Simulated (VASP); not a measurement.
C, 8 atoms in the cell. It takes space group Cmme (No. 67, orthorhombic). The conventional cell has a = 4.282 Å, b = 4.825 Å, c = 4.244 Å, α = 90.00°, β = 90.00°, γ = 90.00°. Within 1.9 Å of C (site symmetry 2) lie 3 C at 1.46 Å. C (site symmetry m) has 4 C at 1.46 to 1.47 Å within 1.9 Å. The cell was built from a structure type or drawn by symmetry, and may not be a known phase.

```yaml
Program: VASP 6.6.1
Task: single point
Functional: PBE
Potentials_or_basis: VASP PAW PBE potentials, release 64 (C)
Cutoff: 520 eV
k_mesh: 6 × 6 × 4
Occupations: gaussian, width 0.1 eV
Spin: collinear spin
Starting_moments: "[1.0, 1.0, 1.0, 1.0, 1.0, 1.0, 1.0, 1.0] μB"
Dipole_correction: no
Further_INCAR_settings: ALGO = Normal; EDIFF = 1e-06; NBANDS = 30
```

Potentials or basis: VASP PAW PBE potentials, release 64 (C).

Launch:

```bash
$ cat potpaw_PBE.64/C/POTCAR > POTCAR
$ mpirun -np 1 vasp_std > vasp.out
```

Hardware: 1 thread of Intel(R) Xeon(R) 6975P-C (Granite Rapids), with other jobs on the host.

Question: Estimate the wall time of this run.

Answer: Wall time 35 s on 1 thread of Intel(R) Xeon(R) 6975P-C (Granite Rapids), with other jobs on the host, peak memory 0.19 GiB. Counts: scf iterations 15, k points 39.
